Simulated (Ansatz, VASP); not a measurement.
**YGe2S3: VASP beside Ansatz**

```
Y Ge S
1.0
     6.35655    0.00000    0.00000
    -3.17827    5.50493    0.00000
     0.00000    0.00000    4.31954
Y Ge S
1 2 3
Direct
  0.00000 0.00000 0.55112
  0.66667 0.33333 0.93644
  0.33333 0.66667 0.93644
  0.50000 0.50000 0.58988
  0.50000 0.00000 0.58988
  0.00000 0.50000 0.58988
```

Change from the starting cell: species swapped into the ErCo3Ge2 type (P6mm, No. 183).

Alike in both runs: functional PBE; k mesh 3 × 3 × 4; occupations gaussian, width 0.1 eV; no spin polarisation.

Ansatz relaxed the structure, and its values are those at the end. VASP's run is a single point on that final structure, the one shown.

```csv
,VASP,Ansatz
version,VASP 6.6.1,Ansatz 0.2.0
potentials or method,"VASP PAW PBE potentials, release 64 (Y_sv, Ge_d, S), cutoff 520 eV","scalar-relativistic, plane waves, PAW"
valence electrons in the cell,57,57
```

```tsv
	VASP	Ansatz	Ansatz less VASP
gap on the k mesh at the Fermi level (eV)	none	none	-
pressure (GPa)	-0.1	0.0	+0.08
rms of the force components (eV/Å)	0.015	0.013	-0.0026
```

A gap of «none» marks a metal or a gap that the smearing closes. The functional is the same, so the differences come from potentials, cutoffs and numerics.

The k mesh is coarse, so the values compare programs but aren't converged.
